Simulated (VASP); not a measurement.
VMo, 4 atoms in the cell. Symmetry: Cmmm, No. 65, orthorhombic system. The conventional cell has a = 3.113 Å, b = 4.367 Å, c = 4.190 Å, α = 90.00°, β = 90.00°, γ = 90.00°. V (site symmetry mmm) has 8 Mo at 2.61 to 3.03 Å and 6 V at 2.68 to 3.11 Å within 3.4 Å. Within 3.4 Å of Mo (site symmetry mmm) lie 8 V at 2.61 to 3.03 Å and 6 Mo at 2.68 to 3.11 Å.  This cell differs from its parent crystal: uniaxial strain along a: +2.0 %.

- Program: VASP 6.6.1
- Task: single point
- Functional: PBEsol
- Potentials or basis: VASP PAW PBE potentials, release 64 (V_sv, Mo_sv)
- Cutoff: 520 eV
- k mesh: 14 × 10 × 10
- Occupations: gaussian, width 0.1 eV
- Spin: no spin polarisation
- Dipole correction: no
- Further INCAR settings: ALGO = Fast; EDIFF = 1e-07; NBANDS = 35

Potentials or basis: VASP PAW PBE potentials, release 64 (V_sv, Mo_sv).

Run with:

```sh
$ cat potpaw_PBE.64/V_sv/POTCAR potpaw_PBE.64/Mo_sv/POTCAR > POTCAR
$ mpirun -np 1 vasp_std > vasp.out
```

Hardware: 1 thread of Intel Xeon 8259CL (shared host).

**Question.** Estimate the wall time of this run.

**Answer.** Run time: 15 min on 1 thread of Intel Xeon 8259CL, with other jobs on the host, peak memory 0.53 GiB. Counts: scf iterations 19, k points 288.
